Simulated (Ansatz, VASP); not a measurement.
## WSe2: VASP beside Ansatz

```
W Se
1.0
     3.36903    0.00000    0.00000
    -1.68451    2.91767    0.00000
     0.00000    0.00000   30.06029
W Se
3 6
Direct
  0.66667 0.33333 0.00000
  0.33333 0.66667 0.77346
  0.33333 0.66667 0.22654
  0.33333 0.66667 0.05737
  0.66667 0.33333 0.83084
  0.66667 0.33333 0.28383
  0.33333 0.66667 0.94263
  0.66667 0.33333 0.71617
  0.66667 0.33333 0.16916
```

Change from the starting cell: strain +0.030 along x and y, +0.030 along z, atoms carried along.

Alike in both runs: task single point; functional PBEsol; k mesh 12 × 12 × 1; occupations gaussian, width 0.05 eV; no spin polarisation.

|  | VASP | Ansatz |
| --- | --- | --- |
| version | VASP 6.6.1 | Ansatz 0.2.0 |
| potentials or method | VASP PAW PBE potentials, release 64 (W_sv, Se), cutoff 520 eV | scalar-relativistic, plane waves, PAW |
| valence electrons in the cell | 78 | 138 |

|  | VASP | Ansatz | Ansatz less VASP |
| --- | --- | --- | --- |
| gap on the k mesh at the Fermi level (eV) | 1.22 | 1.22 | -0.001 |
| least direct gap on the mesh (eV) | 1.43 | 1.43 | +0.002 |
| rms of the force components (eV/Å) | 0.607 | 0.626 | +0.0198 |

VASP's potentials were made for PBE, not for PBEsol. Atom by atom the forces differ by 0.020 eV/Å (rms over components). With one functional, cell and mesh, what is left measures potentials, basis and numerics. VASP's potentials hold 78 valence electrons a cell and Ansatz's 138, so a difference there can come from the potentials and not from the codes.

Neither program's run includes spin-orbit coupling.
